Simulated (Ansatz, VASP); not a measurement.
**Two plane-wave programs on Au**

```xyz
1
Lattice="0.0000 2.0238 2.0238 2.0238 0.0000 2.0238 2.0238 2.0238 0.0000" Properties=species:S:1:pos:R:3 pbc="T T T"
Au    0.0000    0.0000    0.0000
```

Alike in both runs: functional LDA; k mesh 14 × 14 × 14; occupations gaussian, width 0.1 eV; no spin polarisation.

Ansatz relaxed the structure, and its values are those at the end. VASP's run is a single point on that final structure, the one shown.

|  | VASP | Ansatz |
| --- | --- | --- |
| version | VASP 6.6.1 | Ansatz 0.2.0 |
| potentials or method | VASP PAW LDA potentials, release 64 (Au), cutoff 520 eV | scalar-relativistic, plane waves, PAW |
| valence electrons in the cell | 11 | 19 |

```csv
,VASP,Ansatz,Ansatz less VASP
gap on the k mesh at the Fermi level (eV),none,none,-
pressure (GPa),0.6,0.0,-0.53
```

Ansatz warns that its potentials were made for another functional, while VASP's fit it. LDA's correlation is that of Perdew and Zunger in VASP and of Perdew and Wang (1992) in Ansatz. A gap of «none» marks a metal or a gap that the smearing closes. VASP's potentials hold 11 valence electrons a cell and Ansatz's 19, so a difference there can come from the potentials and not from the codes.

Neither program's run includes spin-orbit coupling.
